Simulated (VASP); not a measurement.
Input of a VASP 6.6.1 run:

The input INCAR:

```
SYSTEM = La3AlN
ALGO = Normal
EDIFF = 1E-6
ENCUT = 520
GGA = CA
ISIF = 2
ISMEAR = 0
LASPH = .True.
LCHARG = .False.
LREAL = .False.
LWAVE = .False.
NBANDS = 28
NELM = 100
PREC = Accurate
SIGMA = 0.1
```

Contents of KPOINTS:

```
k-points
0
Gamma
  5 5 5
  0 0 0
```

POSCAR

```
La3AlN
1.0
    5.1396481585      0.0000000000      0.0000000000
    0.0000000000      5.1396481585      0.0000000000
    0.0000000000      0.0000000000      5.1396481585
La Al N
3 1 1
Direct
    0.5000000000      0.5000000000      0.0000000000
    0.0000000000      0.5000000000      0.5000000000
    0.5000000000      0.0000000000      0.5000000000
    0.0000000000      0.0000000000      0.0000000000
    0.5000000000      0.5000000000      0.5000000000
```

Potentials or basis: VASP PAW LDA potentials, release 64 (La, Al, N).

Run with:

```bash
$ cat potpaw_LDA.64/La/POTCAR potpaw_LDA.64/Al/POTCAR potpaw_LDA.64/N/POTCAR > POTCAR
$ mpirun -np 1 vasp_std > vasp.out
```

Task: Predict the pressure.

Result: -5.7 GPa.
